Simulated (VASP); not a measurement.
Wanted: the native input for a VASP 6.6.1 run.

| Property | Result |
| --- | --- |
| Task | single point |
| Functional | LDA |
| Potentials or basis | VASP PAW LDA potentials, release 64 (C) |
| Cutoff | 520 eV |
| k mesh | 22 × 22 × 4 |
| Occupations | gaussian, width 0.15 eV |
| Spin | no spin polarisation |
| Dipole correction | no |
| Further INCAR settings | ALGO = Normal; EDIFF = 1e-07; NBANDS = 26 |

The structure of C lies in POSCAR:

```
C
1.0
   -1.2227748566      2.1167364796      0.0000000000
   -1.2227748566     -2.1167364796      0.0000000000
   -0.2445549713      0.0000000000     13.4706447952
C
8
Direct
    0.9041982410      0.0708017590      0.1250000000
    0.8541982410      0.0208017590      0.6250000000
    0.3291982410      0.4958017590      0.8750000000
    0.3791982410      0.5458017590      0.3750000000
   -0.0041982410      0.8291982410      0.8750000000
    0.0458017590      0.8791982410      0.3750000000
    0.5708017590      0.4041982410      0.1250000000
    0.5208017590      0.3541982410      0.6250000000
```

One way to write it, as run:

INCAR

```
SYSTEM = C
ALGO = Normal ; EDIFF = 1E-7
ENCUT = 520 ; ISIF = 2
ISMEAR = 0 ; LASPH = .TRUE.
LCHARG = .FALSE. ; LREAL = .FALSE.
LWAVE = .FALSE. ; NBANDS = 26
NELM = 60 ; PREC = Accurate
SIGMA = 0.15
```

KPOINTS

```
k-points
0
G
  22 22 4
  0 0 0
```

Potentials or basis: VASP PAW LDA potentials, release 64 (C).

The run is started by

```console
$ cat potpaw_LDA.64/C/POTCAR > POTCAR
$ mpirun -np 1 vasp_std > vasp.out
```

It gave:

| Property | Result |
| --- | --- |
| Pressure | 0.8 GPa |
| Largest force | 0.010 eV/Å |
| Band gap on the k mesh | zero (bands 16 and 17 overlap by 0.09 eV) |

It took 8.6 min on 1 thread of Intel(R) Xeon(R) 6975P-C (Granite Rapids) (shared host), peak memory 0.62 GiB.
